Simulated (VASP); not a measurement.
A run of VASP 6.6.1:

Contents of INCAR:

```
PREC = Accurate
ENCUT = 520
EDIFF = 1E-6
ISMEAR = 0
SIGMA = 0.05
LREAL = F
LASPH = T
NELM = 80
ALGO = Normal
ISIF = 2
LWAVE = F
LCHARG = F
GGA = CA
NBANDS = 11
```

File KPOINTS:

```
Automatic mesh
0
Gamma
  12 12 12
```

Contents of POSCAR:

```
C
1.0
    0.0000000000      1.8234990611      1.6557371475
    1.8234990611      0.0000000000      1.6557371475
    1.8234990611      1.8234990611      0.0000000000
C
2
Direct
    0.5000000000      0.5000000000      0.5000000000
    0.7500000000      0.7500000000      0.7500000000
```

Potentials or basis: VASP PAW LDA potentials, release 64 (C).

The run is started by

```console
$ cat potpaw_LDA.64/C/POTCAR > POTCAR
$ mpirun -np 1 vasp_std > vasp.out
```

Hardware: 1 thread of Intel Xeon 6975P-C, on a shared host.

Task: Estimate the wall time of this run.

Result: Wall time 9.8 s on 1 thread of Intel Xeon 6975P-C, with other jobs on the host, peak memory 0.12 GiB. Counts: scf iterations 11, k points 163.
